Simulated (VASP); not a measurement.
# Ta (P6_3/mmc) in VASP: a series of runs, part 2 of 2

VASP 6.6.1. The steps go on from the part before.

## 4. Relaxation of cell and atoms, PBEsol

This run uses another cell than the first one: it holds 2 atoms, not 4.

The input, INCAR:

```
  ALGO = Normal
  EDIFF = 1E-6
  EDIFFG = -0.04
  ENCUT = 600
  GGA = PS
  IBRION = 2
  ISIF = 3
  ISMEAR = 0
  LASPH = True
  LCHARG = False
  LREAL = False
  LWAVE = False
  NELM = 60
  NSW = 90
  PREC = Accurate
  SIGMA = 0.1
```

The input, KPOINTS:

```
k-points
0
Gamma
  6 6 4
```

The input, POSCAR:

```
Ta
1.0
    3.0616170824      0.0000000000      0.0000000000
   -1.5308085412      2.6514381700      0.0000000000
    0.0000000000      0.0000000000      4.9691666664
Ta
2
Direct
    0.3333333333      0.6666666667      0.2500000000
    0.6666666667      0.3333333333      0.7500000000
```

Potentials or basis: VASP PAW PBE potentials, release 64 (Ta_pv).

On the command line:

```
> cat potpaw_PBE.64/Ta_pv/POTCAR > POTCAR
> mpirun -np 1 vasp_std > vasp.out
```

OUTCAR:

```text
EDIFF = 1E-6
   EDIFFG = -0.04
   ENCUT = 600
   GGA = PS
   IBRION = 2
   ISIF = 3
   ISMEAR = 0
   LASPH = True
   LREAL = False
   NELM = 60
   NSW = 90
   PREC = Accurate

 ion  position               nearest neighbor table
   1  0.333  0.667  0.250-   2 3.05   2 3.05   2 3.05   2 3.05   2 3.05   2 3.05
   2  0.667  0.333  0.750-   1 3.05   1 3.05   1 3.05   1 3.05   1 3.05   1 3.05

  LATTYP: Found a hexagonal cell.
 ALAT       =     3.0616170824
 C/A-ratio  =     1.6230529595

  Lattice vectors:

 A1 = (   3.0616170824,   0.0000000000,   0.0000000000)
 A2 = (  -1.5308085412,   2.6514381700,   0.0000000000)
 A3 = (   0.0000000000,   0.0000000000,   4.9691666664)

Analysis of symmetry for initial positions (statically):
=====================================================================
 Subroutine PRICEL returns:
 Original cell was already a primitive cell.

[... 348 lines left out ...]
--------------------------------------- Ionic step       11  -------------------------------------------

 number of electron      21.9999999 magnetization

 Free energy of the ion-electron system (eV)
  ---------------------------------------------------
  ext. energy  EPLUGINS =         0.00000000
  ---------------------------------------------------
  free energy    TOTEN  =       -24.47818824 eV

  energy without entropy =      -24.46169458  energy(sigma->0) =      -24.46994141

 E-fermi :   5.7166     XC(G=0): -12.7048

 val. band max:        5.6563323304   @ k =   0.3333   0.1667   0.5000
 cond. band min:       5.7189542612   @ k =   0.3333   0.0000   0.0000
 fundamental gap:      0.0626219309
 Fermi energy:         5.7165559482

 k-point     1 :       0.0000    0.0000    0.0000
  band No.  band energies     occupation
      1     -28.7606      2.00000
      2     -27.8153      2.00000
      3     -27.6917      2.00000
      4     -27.6917      2.00000
      5     -27.5969      2.00000
      6     -27.5969      2.00000
      7      -2.6122      2.00000
      8       0.6852      2.00000
      9       5.1284      2.00000
     10       5.7634      0.50772
     11       6.3252      0.00000
     12       6.3252      0.00000
     13       6.9252      0.00000
     14       6.9252      0.00000
[... 388 lines left out ...]
  FREE ENERGIE OF THE ION-ELECTRON SYSTEM (eV)
  ---------------------------------------------------
  free  energy   TOTEN  =       -24.4781882402 eV

  energy  without entropy=      -24.4616945845  energy(sigma->0) =      -24.46994141

 reached required accuracy - stopping structural energy minimisation
```

OSZICAR:

```text
N       E                     dE             d eps       ncg     rms          rms(c)
DAV:   1     0.175670837344E+03    0.17567E+03   -0.14119E+04   630   0.165E+03
DAV:   2    -0.214295940872E+02   -0.19710E+03   -0.19565E+03   756   0.418E+02
DAV:   3    -0.253425238099E+02   -0.39129E+01   -0.38494E+01   854   0.544E+01
[... 93 lines left out ...]
DAV:   2    -0.244806023412E+02    0.10126E-01   -0.16116E-02   630   0.130E+00    0.373E-01
DAV:   3    -0.244781393115E+02    0.24630E-02   -0.86004E-03   714   0.945E-01    0.132E-01
DAV:   4    -0.244782427973E+02   -0.10349E-03   -0.32127E-04   686   0.159E-01    0.848E-02
DAV:   5    -0.244781877279E+02    0.55069E-04   -0.24804E-04   679   0.162E-01    0.266E-02
DAV:   6    -0.244781882402E+02   -0.51234E-06   -0.39719E-06   719   0.207E-02
  11 F= -.24478188E+02 E0= -.24469941E+02  d E =-.549176E-03
```

It took 2.3 min on 1 thread of Intel Xeon Platinum 8259CL at 2.50GHz (Skylake/Cascade Lake), shared host; peak memory 0.18 GiB.

Results:

| Item | Value |
| --- | --- |
| Free energy | -24.4782 eV |
| Relaxed volume | 18.05 Å³/atom |
| Relaxed cell | a = 2.861 Å, b = 2.861 Å, c = 5.091 Å, α = 90.00°, β = 90.00°, γ = 120.00° |
| Space group after relaxing (to 0.05 Å) | P6_3/mmc (No. 194) |
| Energy gained by relaxing | 169.9 meV/atom |
| Ionic steps | 11 |
| Pressure after relaxing | 0.0 GPa |
| Band gap on the k mesh | zero (band 11 reaches 7.38 eV, above the bottom of band 12 at 4.97 eV) |

Stress tensor (GPa, compression positive):
```
-0.02  0.00  0.00
 0.00 -0.02  0.00
 0.00  0.00  0.11
```

The path:
| step | energy change (eV) | largest force (eV/Å) | pressure (GPa) | volume (Å³) |
| --- | --- | --- | --- | --- |
| 1 | 0.0000 | 0.0000 | -17.37 | 40.34 |
| 2 | 0.9700 | 0.0000 | 67.58 | 28.84 |
| 3 | -0.2749 | 0.0000 | -0.78 | 36.34 |
| 4 | -0.2769 | 0.0000 | 0.83 | 36.05 |
| 5 | -0.2770 | 0.0000 | 1.29 | 35.97 |
| 6 | -0.3313 | 0.0000 | 0.85 | 35.94 |
| 7 | -0.3339 | 0.0000 | 1.26 | 35.87 |
| 8 | -0.3391 | 0.0000 | 1.03 | 35.90 |
| 9 | -0.3393 | 0.0000 | 0.99 | 35.91 |
| 10 | -0.3375 | 0.0000 | -2.05 | 36.46 |
| 11 | -0.3398 | 0.0000 | 0.02 | 36.09 |

Final structure:
```cif
data_structure
_symmetry_space_group_name_H-M 'P 1'
_symmetry_Int_Tables_number 1
_cell_length_a 2.8612
_cell_length_b 2.8612
_cell_length_c 5.0907
_cell_angle_alpha 90.000
_cell_angle_beta 90.000
_cell_angle_gamma 120.000
_cell_volume 36.09
loop_
_atom_site_label
_atom_site_type_symbol
_atom_site_fract_x
_atom_site_fract_y
_atom_site_fract_z
_atom_site_occupancy
Ta1 Ta 0.33333 0.66667 0.25000 1
Ta2 Ta 0.66667 0.33333 0.75000 1
```

Caveat: the k points lie up to 0.42 Å⁻¹ apart in the final cell; the PAW data sets were made with another functional, which shifts forces and pressure a little; spin-orbit coupling is left out, which moves the levels of the heavy elements.

## 5. The runs side by side

| task | cell | cutoff (eV) | gap on the mesh (eV) | pressure (GPa) |
| --- | --- | --- | --- | --- |
| single point | a = 4.559, b = 4.559, c = 4.790 Å, angles 90.0, 90.0, 120.0°, 4 atoms | 520 | none | 0.4 |
| single point | a = 2.859, b = 2.859, c = 5.098 Å, angles 90.0, 90.0, 120.0°, 2 atoms | 520 | none | 0.0 |
| relaxation of cell and atoms | relaxed from a = 3.062, b = 3.062, c = 4.969 Å, angles 90.0, 90.0, 120.0°, 2 atoms | 600 | none | 0.0 |

Alike in all rows: level PBEsol; potentials or basis VASP PAW PBE potentials, release 64 (Ta_pv); no spin polarisation; k mesh 6 × 6 × 4; smearing gaussian 0.1 eV.

Caveats: some runs use coarse meshes; the PAW data sets were made with another functional, which shifts forces and pressure a little; spin-orbit coupling is left out, which moves the levels of the heavy elements.

Absolute energies hang on the potentials; compare differences alone.
